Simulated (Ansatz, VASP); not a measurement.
OsC2 in VASP and in Ansatz

```
CELL_PARAMETERS angstrom
2.62158 -3.49053 0.00000
2.62158 3.49053 0.00000
0.00000 0.00000 4.24752
ATOMIC_POSITIONS crystal
Os 0.75000 0.25000 0.68844
Os 0.25000 0.75000 0.31156
C 0.50000 0.50000 0.50000
C 0.00000 0.00000 0.50000
C 0.00000 0.50000 0.00000
C 0.50000 0.00000 0.00000
```

Change from the starting cell: the structure that the rattled cuprite type (Pn-3m, No. 224) fell into.

Alike in both runs: functional r2SCAN; k mesh 10 × 10 × 10; occupations gaussian, width 0.1 eV; no spin polarisation.

Ansatz relaxed the structure, and its values are those at the end. VASP's run is a single point on that final structure, the one shown.

|  | VASP | Ansatz |
| --- | --- | --- |
| version | VASP 6.6.1 | Ansatz 0.2.0 |
| potentials or method | VASP PAW PBE potentials, release 64 (Os, C), cutoff 520 eV | scalar-relativistic, plane waves, PAW |
| valence electrons in the cell | 32 | 48 |

Ansatz gave:

- gap on the k mesh at the Fermi level (eV): none
- pressure (GPa): 0.0
- rms of the force components (eV/Å): 0.001

Which values does VASP return?

gap on the k mesh at the Fermi level (eV): none; pressure (GPa): 1.7; rms of the force components (eV/Å): 0.038.

VASP's potentials were made for PBE, not for r2SCAN. A gap of «none» marks a metal or a gap that the smearing closes. VASP's potentials hold 32 valence electrons a cell and Ansatz's 48, so a difference there can come from the potentials and not from the codes.

Neither program's run includes spin-orbit coupling.
